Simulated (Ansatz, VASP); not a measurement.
Two plane-wave programs on ZrZn4N

Contents of INCAR:

```
PREC = Accurate ; ENCUT = 520
EDIFF = 1E-6 ; ISMEAR = 0
SIGMA = 0.1 ; LREAL = False
LASPH = True ; NELM = 100
ALGO = Normal ; ISIF = 2
LWAVE = False ; LCHARG = True
GGA = PE ; LELF = True
LVHAR = True ; NBANDS = 42
```

File KPOINTS:

```
Automatic mesh
0
Gamma
  6 6 2
```

File POSCAR:

```
ZrZn4N
1.0
    3.6082595000      0.0000000000      0.0000000000
   -1.8041297500      3.1248443900      0.0000000000
    0.0000000000      0.0000000000      8.9584910800
Zr Zn N
1 4 1
Direct
    0.0000000000      0.0000000000      0.0000000000
    0.0000000000      0.0000000000      0.7107724100
    0.0000000000      0.0000000000      0.2892275900
    0.3333333300      0.6666666700      0.0000000000
    0.6666666700      0.3333333300      0.0000000000
    0.0000000000      0.0000000000      0.5000000000
```

Input for Ansatz:

```yaml
crystal:
  lattice:
    - [3.6082595, 0.0, 0.0]
    - [-1.80412975, 3.12484439, 0.0]
    - [0.0, 0.0, 8.95849108]
  atoms:
    - { symbol: Zr, position: [0.0, 0.0, 0.0] }
    - { symbol: Zn, position: [0.0, 0.0, 0.71077241] }
    - { symbol: Zn, position: [0.0, 0.0, 0.28922759] }
    - { symbol: Zn, position: [0.33333333, 0.66666667, 0.0] }
    - { symbol: Zn, position: [0.66666667, 0.33333333, 0.0] }
    - { symbol: "N", position: [0.0, 0.0, 0.5] }
basis:
  ecutwfc: 420
kpoints:
  mp_grid: { grid: [6, 6, 2] }
hamiltonian:
  xc: pbe
scf:
  occupations: { method: gaussian, width: 0.1 }
  lower_state_search: "off"
output:
  forces: true
  stress: true
  eigenvalues: true
```

Alike in both runs: task single point; functional PBE; k mesh 6 × 6 × 2; occupations gaussian, width 0.1 eV; no spin polarisation.

```csv
,VASP,Ansatz
version,VASP 6.6.1,Ansatz 0.2.0
potentials or method,"VASP PAW PBE potentials, release 64 (Zr_sv, Zn, N), cutoff 520 eV","scalar-relativistic, plane waves, PAW"
valence electrons in the cell,65,65
```

|  | VASP | Ansatz | Ansatz less VASP |
| --- | --- | --- | --- |
| gap on the k mesh at the Fermi level (eV) | none | none | - |
| rms of the force components (eV/Å) | 0.599 | 0.625 | +0.0262 |

Atom by atom the forces differ by 0.026 eV/Å (rms over components). A gap of «none» marks a metal or a gap that the smearing closes. With one functional, cell and mesh, what is left measures potentials, basis and numerics.
